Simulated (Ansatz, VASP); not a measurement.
**One calculation of Mg3Te2O, two programs**

```
Mg Te O
1.0
     4.13902    0.00000    0.00000
     0.00000    4.13902    0.00000
     0.00000    0.00000    7.73288
Mg Te O
3 2 1
Direct
  0.50000 0.00000 0.60943
  0.00000 0.50000 0.60943
  0.50000 0.50000 0.50164
  0.50000 0.00000 0.03738
  0.00000 0.50000 0.03738
  0.00000 0.00000 0.42668
```

Alike in both runs: task single point; functional PBE; k mesh 4 × 4 × 2; occupations gaussian, width 0.1 eV; no spin polarisation.

```csv
,VASP,Ansatz
version,VASP 6.6.1,Ansatz 0.2.0
potentials or method,"VASP PAW PBE potentials, release 64 (Mg, Te, O), cutoff 520 eV","scalar-relativistic, plane waves, PAW"
valence electrons in the cell,24,68
```

|  | VASP | Ansatz | Ansatz less VASP |
| --- | --- | --- | --- |
| gap on the k mesh at the Fermi level (eV) | none | none | - |
| pressure (GPa) | 13.7 | 13.6 | -0.06 |
| traceless stress, the component that is largest in VASP (GPa) | -14.81 | -14.79 | +0.018 |
| rms of the force components (eV/Å) | 1.903 | 1.890 | -0.0126 |

Atom by atom the forces differ by 0.013 eV/Å (rms over components). A gap of «none» marks a metal or a gap that the smearing closes. The functional is the same, so the differences come from potentials, cutoffs and numerics. VASP's potentials hold 24 valence electrons a cell and Ansatz's 68, so a difference there can come from the potentials and not from the codes.

The k mesh is coarse, so the values compare programs but aren't converged. Spin-orbit coupling is off throughout.
